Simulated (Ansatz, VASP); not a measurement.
**Two plane-wave programs on Ga5N**

INCAR

```
SYSTEM = Ga5N
  ALGO = Normal
  EDIFF = 1E-7
  ENCUT = 520
  GGA = PE
  ISIF = 2
  ISMEAR = 0
  LASPH = .True.
  LCHARG = .False.
  LREAL = .False.
  LWAVE = .False.
  NBANDS = 44
  NELM = 80
  PREC = Accurate
  SIGMA = 0.1
```

File KPOINTS:

```
k-points
0
Gamma
  6 6 4
  0 0 0
```

POSCAR

```
Ga5N
1.0
    5.0265709700      0.0000000000      0.0000000000
   -2.5132854800      4.3531381500      0.0000000000
    0.0000000000      0.0000000000      4.6974708700
Ga N
5 1
Direct
    0.6647854400      0.6647854400      0.0000000000
    0.3333333300      0.6666666700      0.5000000000
    0.0000000000      0.3352145600      0.0000000000
    0.3352145600      0.0000000000      0.0000000000
    0.6666666700      0.3333333300      0.5000000000
    0.0000000000      0.0000000000      0.5000000000
```

Input for Ansatz:

```yaml
crystal:
  lattice:
    - [5.02657097, 0.0, 0.0]
    - [-2.51328548, 4.35313815, 0.0]
    - [0.0, 0.0, 4.69747087]
  atoms:
    - { symbol: Ga, position: [0.66478544, 0.66478544, 0.0] }
    - { symbol: Ga, position: [0.33333333, 0.66666667, 0.5] }
    - { symbol: Ga, position: [0.0, 0.33521456, 0.0] }
    - { symbol: Ga, position: [0.33521456, 0.0, 0.0] }
    - { symbol: Ga, position: [0.66666667, 0.33333333, 0.5] }
    - { symbol: "N", position: [0.0, 0.0, 0.5] }
basis:
  ecutwfc: 420
kpoints:
  mp_grid: { grid: [6, 6, 4] }
hamiltonian:
  xc: pbe
scf:
  occupations: { method: gaussian, width: 0.1 }
  lower_state_search: "off"
output:
  forces: true
  stress: true
  eigenvalues: true
```

Change from the starting cell: species swapped into the MgPd5 type (P-62m, No. 189).

Alike in both runs: task single point; functional PBE; k mesh 6 × 6 × 4; occupations gaussian, width 0.1 eV; no spin polarisation.

|  | VASP | Ansatz |
| --- | --- | --- |
| version | VASP 6.6.1 | Ansatz 0.2.0 |
| potentials or method | VASP PAW PBE potentials, release 64 (Ga_d, N), cutoff 520 eV | scalar-relativistic, plane waves, PAW |
| valence electrons in the cell | 70 | 70 |

|  | VASP | Ansatz | Ansatz less VASP |
| --- | --- | --- | --- |
| gap on the k mesh at the Fermi level (eV) | none | none | - |
| pressure (GPa) | -2.0 | -2.1 | -0.07 |
| traceless stress, the component that is largest in VASP (GPa) | 1.41 | 1.41 | 0.000 |
| rms of the force components (eV/Å) | 0.339 | 0.338 | -0.0010 |

Atom by atom the forces differ by 0.001 eV/Å (rms over components). A gap of «none» marks a metal or a gap that the smearing closes. With one functional, cell and mesh, what is left measures potentials, basis and numerics.
